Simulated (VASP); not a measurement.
Input of a VASP 6.6.1 run:

File INCAR:

```
PREC     = Accurate       # precision mode
ENCUT    = 520            # plane-wave cutoff, eV
EDIFF    = 1E-6           # SCF threshold, eV
ISMEAR   = 0              # smearing method
SIGMA    = 0.1            # smearing width, eV
LREAL    = F              # projectors in reciprocal space
LASPH    = T              # aspherical terms in the spheres
NELM     = 100            # most SCF steps
ALGO     = Normal         # electronic algorithm
ISIF     = 2              # what is computed and relaxed
LWAVE    = F              # write WAVECAR
LCHARG   = T              # write CHGCAR
GGA      = CA             # functional
LELF     = T              # ELF
LVHAR    = T            
NBANDS   = 20             # bands
```

KPOINTS

```
Automatic mesh
0
Gamma
  15 15 8
```

POSCAR

```
Ta2C
1.0
    3.2322487773      0.0000000000      0.0000000000
   -1.6161243887      2.7992095525      0.0000000000
    0.0000000000      0.0000000000      5.1476195520
Ta C
2 1
Direct
    0.3333333333      0.6666666667      0.2520100000
    0.6666666667      0.3333333333      0.7479900000
    0.0000000000      0.0000000000      0.0000000000
```

Potentials or basis: VASP PAW LDA potentials, release 64 (Ta_pv, C).

Run with:

```bash
$ cat potpaw_LDA.64/Ta_pv/POTCAR potpaw_LDA.64/C/POTCAR > POTCAR
$ mpirun -np 1 vasp_std > vasp.out
```

Question: Estimate the pressure.

Answer: -32.2 GPa.

Question: Predict the band gap on the k mesh.

Answer: Zero (band 13 reaches 5.86 eV, above the bottom of band 14 at 5.20 eV).

Question: Predict the largest force.

Answer: 0.929 eV/Å.

Stress tensor (GPa, compression positive):
```
-31.63   0.00   0.00
  0.00 -31.63   0.00
  0.00   0.00 -33.24
```

Caveat: the cell differs from its parent crystal (functional LDA, strained); spin-orbit coupling is left out, which moves the levels of the heavy elements.
